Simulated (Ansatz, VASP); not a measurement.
**Al in VASP and in Ansatz**

```
CELL_PARAMETERS angstrom
0.00000 2.02398 2.02398
2.02398 0.00000 2.02398
2.02398 2.02398 0.00000
ATOMIC_POSITIONS crystal
Al 0.00000 0.00000 0.00000
```

Alike in both runs: task single point; functional r2SCAN; k mesh 22 × 22 × 22; occupations gaussian, width 0.15 eV; no spin polarisation.

|  | VASP | Ansatz |
| --- | --- | --- |
| version | VASP 6.6.1 | Ansatz 0.2.0 |
| potentials or method | VASP PAW PBE potentials, release 64 (Al), cutoff 520 eV | scalar-relativistic, plane waves, PAW |
| valence electrons in the cell | 3 | 3 |

|  | VASP | Ansatz | Ansatz less VASP |
| --- | --- | --- | --- |
| gap on the k mesh at the Fermi level (eV) | none | none | - |
| pressure (GPa) | -3.7 | -3.4 | +0.29 |

VASP's potentials were made for PBE, not for r2SCAN. A gap of «none» marks a metal or a gap that the smearing closes. The functional is the same, so the differences come from potentials, cutoffs and numerics.
